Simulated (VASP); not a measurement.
# Ni2O (antifluorite type): single point with PBE

The system is Ni2O (antifluorite type).

```
Ni O
1.0
     0.00000    2.45909    2.45909
     2.45909    0.00000    2.45909
     2.45909    2.45909    0.00000
Ni O
2 1
Direct
  0.25000 0.25000 0.25000
  0.75000 0.75000 0.75000
  0.00000 0.00000 0.00000
```

```json
{
 "Program": "VASP 6.6.1",
 "Task": "single point",
 "Functional": "PBE",
 "Potentials or basis": "VASP PAW PBE potentials, release 64 (Ni, O)",
 "Cutoff": "520 eV",
 "k mesh": "19 × 19 × 19",
 "Occupations": "fermi-dirac, width 0.0612256 eV",
 "Spin": "no spin polarisation"
}
```

| Property | Result |
| --- | --- |
| Pressure | 11.0 GPa |
| Band gap on the k mesh | zero (bands 13 and 14 overlap by 0.42 eV) |

Levels at points of the mesh, in eV from the Fermi level:
| k point | band 10 | band 11 | band 12 | band 13 | band 14 | band 15 | band 16 | band 17 |
| --- | --- | --- | --- | --- | --- | --- | --- | --- |
| (0.00, 0.00, 0.00) | -0.56 | 0.00 | 0.00 | 0.00 | 0.13 | 0.13 | 8.43 | 8.43 |

Wall time 4.3 min on 1 thread of Intel Xeon 8259CL, with other jobs on the host, peak memory 0.25 GiB.

Caveat: the cell stands under pressure; the run has no spin polarisation, though such a crystal can be magnetic. Spin polarisation is off, so any magnetic state and its effect on volume and gap are missing.
